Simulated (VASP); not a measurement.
**HfO2: relaxation of cell and atoms with PBE**

HfO2:

```
Hf O
1.0
    -2.00929    2.00929    5.32271
     2.00929   -2.00929    5.32271
     2.00929    2.00929   -5.32271
Hf O
2 4
Direct
  0.00000 0.00000 0.00000
  0.75000 0.25000 0.50000
  0.79829 0.79829 0.00000
  0.95171 0.45171 0.50000
  0.54829 0.04829 0.50000
  0.20171 0.20171 0.00000
```

| Property | Result |
| --- | --- |
| Program | VASP 6.6.1 |
| Task | relaxation of cell and atoms |
| Functional | PBE |
| Potentials or basis | VASP PAW PBE potentials, release 64 (Hf_pv, O) |
| Cutoff | 600 eV |
| k mesh | 8 × 8 × 8 |
| Occupations | gaussian, width 0.01 eV |
| Spin | no spin polarisation |
| Dipole correction | no |
| Further INCAR settings | ALGO = Normal; EDIFF = 1e-06; IBRION = 2; EDIFFG = -0.001; NSW = 80; ISIF = 3 |

```yaml
Relaxed_volume: 14.13 Å³/atom
Relaxed_cell: a = 5.998 Å, b = 5.998 Å, c = 5.998 Å, α = 141.00°, β = 141.00°, γ = 56.34°
Space_group_after_relaxing_to_0.05_Å: I4_1/amd (No. 141)
Energy_gained_by_relaxing: 1.6 meV/atom
Ionic_steps: 23
Pressure_after_relaxing: 0.0 GPa
Band_gap_on_the_k_mesh: 4.44 eV, indirect (least direct gap 4.68 eV)
```

The path:
```
step  energy change (eV)  largest force (eV/Å)  pressure (GPa)  volume (Å³)
   1              0.0000                0.0493           -2.58        85.96
   2              0.0130                0.1615            4.13        83.12
   3             -0.0094                0.0291            0.00        84.83
   4             -0.0094                0.0275           -0.09        84.86
   5             -0.0095                0.0076           -0.07        84.83
   6             -0.0095                0.0049           -0.08        84.83
   7             -0.0095                0.0042           -0.07        84.81
   8             -0.0096                0.0004            0.05        84.76
   9             -0.0096                0.0035            0.15        84.71
  10             -0.0096                0.0051            0.08        84.74
  11             -0.0096                0.0064            0.03        84.76
  12             -0.0096                0.0068            0.02        84.76
  13             -0.0096                0.0060            0.06        84.75
  14             -0.0096                0.0058            0.05        84.75
  15             -0.0096                0.0057            0.04        84.75
  16             -0.0096                0.0061            0.04        84.76
  17             -0.0096                0.0009           -0.02        84.77
  18             -0.0096                0.0019           -0.02        84.77
  19             -0.0096                0.0006           -0.01        84.77
  20             -0.0096                0.0015            0.00        84.76
  21             -0.0096                0.0010            0.02        84.76
  22             -0.0096                0.0002            0.02        84.77
  23             -0.0096                0.0002            0.00        84.77
```

Final structure:
```
Hf O
1.0
    -2.00201    2.00201    5.28727
     2.00201   -2.00201    5.28727
     2.00201    2.00201   -5.28727
Hf O
2 4
Direct
  0.00000 0.00000 0.00000
  0.75000 0.25000 0.50000
  0.79799 0.79799 0.00000
  0.95201 0.45201 0.50000
  0.54799 0.04799 0.50000
  0.20201 0.20201 0.00000
```

Levels at points of the mesh, in eV from the valence-band top:
```csv
k point,band 18,band 19,band 20,band 21,band 22,band 23,band 24,band 25,band 26
"(0.00, 0.00, 0.00)",-0.70,-0.42,-0.42,-0.28,-0.28,4.44,5.49,5.73,7.05
"(0.50, 0.00, 0.00)",-1.44,-1.42,-0.62,-0.56,-0.38,5.89,5.98,6.53,6.62
"(0.50, 0.50, 0.00)",-2.09,-1.41,-1.41,-0.06,-0.06,5.95,5.95,6.15,6.15
"(0.50, 0.50, 0.50)",-1.19,-0.71,-0.71,0.00,0.00,5.03,5.03,6.80,6.80
```

Wall time 20 min on 1 thread of Intel(R) Xeon(R) Platinum 8488C (Sapphire Rapids), on a shared host, peak memory 0.41 GiB.

Caveat: spin-orbit coupling is left out, which moves the levels of the heavy elements. A k mesh can miss the band edges.
